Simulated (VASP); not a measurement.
# HfC (Fm-3m) in VASP: further runs, part 2 of 2

VASP 6.6.1. The steps go on from the part before.

## 3. Single point, PBE

Input file INCAR:

```
PREC = Accurate
ENCUT = 520
EDIFF = 1E-6
ISMEAR = 0
SIGMA = 0.024
LREAL = F
LASPH = T
NELM = 100
ALGO = Normal
ISIF = 2
LWAVE = F
LCHARG = F
GGA = PE
NBANDS = 14
```

Input file KPOINTS:

```
Automatic mesh
0
Gamma
  10 10 10
```

Input file POSCAR:

```
HfC
1.0
    0.0000000000      2.3250000000      2.3250000000
    2.3250000000      0.0000000000      2.3250000000
    2.3250000000      2.3250000000      0.0000000000
Hf C
1 1
Direct
    0.5000000000      0.5000000000      0.5000000000
    0.0000000000      0.0000000000      0.0000000000
```

Potentials or basis: VASP PAW PBE potentials, release 64 (Hf_pv, C).

On the command line:

```console
$ cat potpaw_PBE.64/Hf_pv/POTCAR potpaw_PBE.64/C/POTCAR > POTCAR
$ mpirun -np 1 vasp_std > vasp.out
```

OUTCAR:

```text
PREC = Accurate
   ENCUT = 520
   EDIFF = 1E-6
   ISMEAR = 0
   LREAL = F
   LASPH = T
   NELM = 100
   ISIF = 2
   GGA = PE

 ion  position               nearest neighbor table
   1  0.500  0.500  0.500-   2 2.33   2 2.33   2 2.33   2 2.33   2 2.33   2 2.33
   2  0.000  0.000  0.000-   1 2.33   1 2.33   1 2.33   1 2.33   1 2.33   1 2.33

  LATTYP: Found a face centered cubic cell.
 ALAT       =     4.6500000000

  Lattice vectors:

 A1 = (   0.0000000000,   2.3250000000,   2.3250000000)
 A2 = (   2.3250000000,   0.0000000000,   2.3250000000)
 A3 = (   2.3250000000,   2.3250000000,   0.0000000000)

Analysis of symmetry for initial positions (statically):
=====================================================================
 Subroutine PRICEL returns:
 Original cell was already a primitive cell.

 Routine SETGRP: Setting up the symmetry group for a
 face centered cubic supercell.

 Subroutine GETGRP returns: Found 48 space group operations
 (whereof 48 operations were pure point group operations)
 out of a pool of 48 trial point group operations.

The static configuration has the point symmetry O_h .

Analysis of symmetry for dynamics (positions and initial velocities):
=====================================================================
 Subroutine PRICEL returns:
 Original cell was already a primitive cell.

 Routine SETGRP: Setting up the symmetry group for a
 face centered cubic supercell.

 Subroutine GETGRP returns: Found 48 space group operations
 (whereof 48 operations were pure point group operations)
 out of a pool of 48 trial point group operations.

The dynamic configuration has the point symmetry O_h .

 Subroutine INISYM returns: Found 48 space group operations
 (whereof 48 operations are pure point group operations),
 and found     1 'primitive' translations

----------------------------------------------------------------------------------------

                                     Primitive cell

[... 114 lines left out ...]
   LORBIT       =      0    0 simple, 1 ext, 2 COOP (PROOUT), +10 PAW based schemes
   GGA     = PE    functional components
   LHFCALC =     F    Hartree Fock is set to
   AEXX    =    0.0000 exact exchange contribution
   IVDW    =     0    specifies the selected vdW correction
   LEPSILON=     F    determine dielectric tensor
   LRPA    =     F    only Hartree local field effects (RPA)
 non-spin polarized calculation
 Gauss-broadening in eV      SIGMA  =   0.02
  energy-cutoff  :      520.00
  volume of cell :       25.14
 maximum number of plane-waves:       700
   NGX = 13   NGY = 13   NGZ = 13

 number of electron      14.0000000 magnetization

 Free energy of the ion-electron system (eV)
  ---------------------------------------------------
  ext. energy  EPLUGINS =         0.00000000
  ---------------------------------------------------
  free energy    TOTEN  =       -21.04285018 eV

  energy without entropy =      -21.04264051  energy(sigma->0) =      -21.04274535

 E-fermi :   5.9718     XC(G=0): -12.2854

 val. band max:        5.9662462907   @ k =   0.1000   0.0000   0.0000
 cond. band min:       6.1055826170   @ k =   0.1000   0.1000   0.0000
 fundamental gap:      0.1393363263
 Fermi energy:         5.9717804657

 k-point     1 :       0.0000    0.0000    0.0000
  band No.  band energies     occupation
      1     -23.6174      2.00000
      2     -23.6174      2.00000
      3     -23.6174      2.00000
      4      -6.3570      2.00000
      5       6.9513      0.00000
      6       6.9513      0.00000
      7       6.9513      0.00000
      8       7.3453      0.00000
      9       7.3453      0.00000
     10       7.3453      0.00000
     11       9.3445      0.00000
     12       9.3445      0.00000
     13      12.7804      0.00000
     14      16.9543      0.00000
[... 377 lines left out ...]
      1     -24.1074      2.00000
      2     -23.8145      2.00000
      3     -23.7939      2.00000
      4      -4.2732      2.00000
      5       2.2370      2.00000
      6       4.1531      2.00000
      7       5.2406      2.00000
      8       6.1652      0.00000
      9      11.3180      0.00000
     10      12.3367      0.00000
     11      12.4656      0.00000
     12      14.2276      0.00000
     13      17.5391      0.00000
     14      18.6125      0.00000

 [... further k-points ...]
[... 5 lines left out ...]
  --------------------------------------------------------------------------------------
  -------------------------------------------------------------------------------------
  Total       -0.0710958     -0.0710958     -0.0710958     -0.0000000      0.0000000      0.0000000
  in kB       -4.5316408     -4.5316408     -4.5316408     -0.0000000      0.0000000      0.0000000
  external PRESSURE =      -4.5316408 kB  Pullay stress =       0.0000000 kB

 VOLUME and BASIS-vectors are now :
 -----------------------------------------------------------------------------
  energy-cutoff  :      520.00
  volume of cell :       25.14
      direct lattice vectors                 reciprocal lattice vectors
     0.000000000  2.325000000  2.325000000    -0.215053763  0.215053763  0.215053763
     2.325000000  0.000000000  2.325000000     0.215053763 -0.215053763  0.215053763
     2.325000000  2.325000000  0.000000000     0.215053763  0.215053763 -0.215053763

 POSITION                                       TOTAL-FORCE (eV/Angst)
 -----------------------------------------------------------------------------------
      2.32500      2.32500      2.32500        -0.000000      0.000000     -0.000000
      0.00000      0.00000      0.00000         0.000000     -0.000000      0.000000
 -----------------------------------------------------------------------------------
    total drift:                                0.000000     -0.000000      0.000000

  FREE ENERGIE OF THE ION-ELECTRON SYSTEM (eV)
  ---------------------------------------------------
  free  energy   TOTEN  =       -21.0428501837 eV

  energy  without entropy=      -21.0426405107  energy(sigma->0) =      -21.04274535
```

Wall time 20 s (1 thread of Intel Xeon 6975P-C, shared host); peak memory 0.15 GiB.

What came out:

* Free energy: -21.0429 eV
* Pressure: -0.5 GPa
* Band gap on the k mesh: zero (band 7 reaches 6.95 eV, above the bottom of band 8 at 5.55 eV)

Levels at points of the mesh, in eV from the Fermi level:
```csv
k point,band 4,band 5,band 6,band 7,band 8,band 9,band 10,band 11
"(0.00, 0.00, 0.00)",-12.33,0.98,0.98,0.98,1.37,1.37,1.37,3.37
"(0.50, 0.00, 0.00)",-8.59,-6.16,-3.00,-3.00,5.30,5.30,5.76,6.53
"(0.50, 0.50, 0.00)",-10.43,-2.61,-1.79,-0.12,-0.12,5.29,6.72,6.72
```

Caveat: spin-orbit coupling is left out, which moves the levels of the heavy elements.

## 4. Single point, PBE

Input file INCAR:

```
SYSTEM = HfC
ALGO = Normal
EDIFF = 1E-6
ENCUT = 520
GGA = PE
ISIF = 2
ISMEAR = 0
LASPH = .TRUE.
LCHARG = .TRUE.
LELF = .TRUE.
LREAL = .FALSE.
LVHAR = .TRUE.
LWAVE = .FALSE.
NBANDS = 14
NELM = 60
PREC = Accurate
SIGMA = 0.026000000000000002
```

Input file KPOINTS:

```
k-points
0
G
  10 10 10
  0 0 0
```

POSCAR is that of step 3.

On the command line:

```console
$ cat potpaw_PBE.64/Hf_pv/POTCAR potpaw_PBE.64/C/POTCAR > POTCAR
$ mpirun -np 1 vasp_std > vasp.out
```

It took 23 s on 1 thread of Intel Xeon 6975P-C, shared host; peak memory 0.15 GiB.

Results (log left out):

- Free energy: -21.0429 eV
- Pressure: -0.5 GPa
- Band gap on the k mesh: zero (band 7 reaches 6.95 eV, above the bottom of band 8 at 5.55 eV)

Levels at points of the mesh, in eV from the Fermi level:
| k point | band 4 | band 5 | band 6 | band 7 | band 8 | band 9 | band 10 | band 11 |
| --- | --- | --- | --- | --- | --- | --- | --- | --- |
| (0.00, 0.00, 0.00) | -12.33 | 0.98 | 0.98 | 0.98 | 1.37 | 1.37 | 1.37 | 3.37 |
| (0.50, 0.00, 0.00) | -8.59 | -6.16 | -3.00 | -3.00 | 5.30 | 5.30 | 5.76 | 6.53 |
| (0.50, 0.50, 0.00) | -10.43 | -2.61 | -1.79 | -0.12 | -0.12 | 5.29 | 6.72 | 6.72 |

Caveat: spin-orbit coupling is left out, which moves the levels of the heavy elements.

## 5. Overview

```csv
smearing,gap on the mesh (eV),pressure (GPa)
gaussian 0.023 eV,none,-0.4
gaussian 0.024 eV,none,-0.5
gaussian 0.026 eV,none,-0.5
```

Alike in all rows: task single point; level PBE; potentials or basis VASP PAW PBE potentials, release 64 (Hf_pv, C); no spin polarisation; cell as given; k mesh 10 × 10 × 10; cutoff (eV) 520.

Every run on the cell as given and a fine mesh finds a metal.

Caveats: spin-orbit coupling is left out, which moves the levels of the heavy elements.

Absolute energies hang on the potentials; compare differences alone.
